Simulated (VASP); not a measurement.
Crystal: Re.

```
Re
1.0
     2.76080    0.00000    0.00000
    -1.38040    2.39092    0.00000
     0.00000    0.00000    4.45820
Re
2
Direct
  0.66667 0.33333 0.75000
  0.33333 0.66667 0.25000
```

```yaml
Program: VASP 6.6.1
Task: relaxation of cell and atoms
Functional: PBEsol
Dispersion: D3(BJ)
Potentials_or_basis: VASP PAW PBE potentials, release 64 (Re)
Cutoff: 600 eV
k_mesh: 11 × 11 × 6
Occupations: fermi-dirac, width 0.05 eV
Spin: no spin polarisation
```

At the start: pressure -11.7 GPa; volume 14.71 Å³/atom.

Task: Where does the relaxation end?

Result: Over 7 steps the energy falls by 16.2 meV/atom and the volume is 14.28 Å³/atom (-2.9 %); space group P6_3/mmc (No. 194, to 0.1 Å) before and after.

The path:
| step | energy change (eV) | largest force (eV/Å) | pressure (GPa) | volume (Å³) |
| --- | --- | --- | --- | --- |
| 1 | 0.0000 | 0.0000 | -11.67 | 29.43 |
| 2 | 0.6596 | 0.0000 | 71.78 | 25.10 |
| 3 | -0.0323 | 0.0000 | -0.73 | 28.62 |
| 4 | -0.0324 | 0.0000 | -0.14 | 28.57 |
| 5 | -0.0324 | 0.0000 | 0.10 | 28.56 |
| 6 | -0.0324 | 0.0000 | -0.34 | 28.59 |
| 7 | -0.0324 | 0.0000 | 0.00 | 28.56 |

Final structure:
```cif
data_structure
_symmetry_space_group_name_H-M 'P 1'
_symmetry_Int_Tables_number 1
_cell_length_a 2.7334
_cell_length_b 2.7334
_cell_length_c 4.4144
_cell_angle_alpha 90.000
_cell_angle_beta 90.000
_cell_angle_gamma 120.000
_cell_volume 28.56
loop_
_atom_site_label
_atom_site_type_symbol
_atom_site_fract_x
_atom_site_fract_y
_atom_site_fract_z
_atom_site_occupancy
Re1 Re 0.66667 0.33333 0.75000 1
Re2 Re 0.33333 0.66667 0.25000 1
```

Caveat: the PAW data sets were made with another functional, which shifts forces and pressure a little.
